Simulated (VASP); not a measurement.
Input of a VASP 6.6.1 run:

INCAR

```
ALGO = Normal
EDIFF = 1E-8
ENCUT = 600
GGA = PE
GGA_COMPAT = False
IBRION = 8
ISIF = 2
ISMEAR = 0
LASPH = True
LCHARG = True
LEPSILON = True
LREAL = False
LWAVE = False
NBANDS = 11
NELM = 120
NSW = 1
PREC = Accurate
SIGMA = 0.01
```

KPOINTS

```
k-points
0
Gamma
  12 12 12
```

The input POSCAR:

```
BN
1.0
    0.0000000000      1.8123266322      1.8123266322
    1.8123266322      0.0000000000      1.8123266322
    1.8123266322      1.8123266322      0.0000000000
B N
1 1
Direct
    0.0000000000      0.0000000000      0.0000000000
    0.7500000000      0.7500000000      0.7500000000
```

Potentials or basis: VASP PAW PBE potentials, release 64 (B, N).

Launch:

```console
$ cat potpaw_PBE.64/B/POTCAR potpaw_PBE.64/N/POTCAR > POTCAR
$ mpirun -np 1 vasp_std > vasp.out
```

Q: What does it give for the electronic dielectric tensor (diagonal)?

A: 4.61.

Q: What does it give for the Born charges (mean of the diagonal)?

A: B +1.91; N -1.91 e.

Q: What does it give for the highest phonon frequency at Γ, LO-TO splitting left out?

A: 1030 cm⁻¹.

Phonon frequencies in cm⁻¹ (negative: imaginary):
```tsv
q point	frequencies
(0.000, 0.000, 0.000)	0 0 0 1030 1030 1030
```
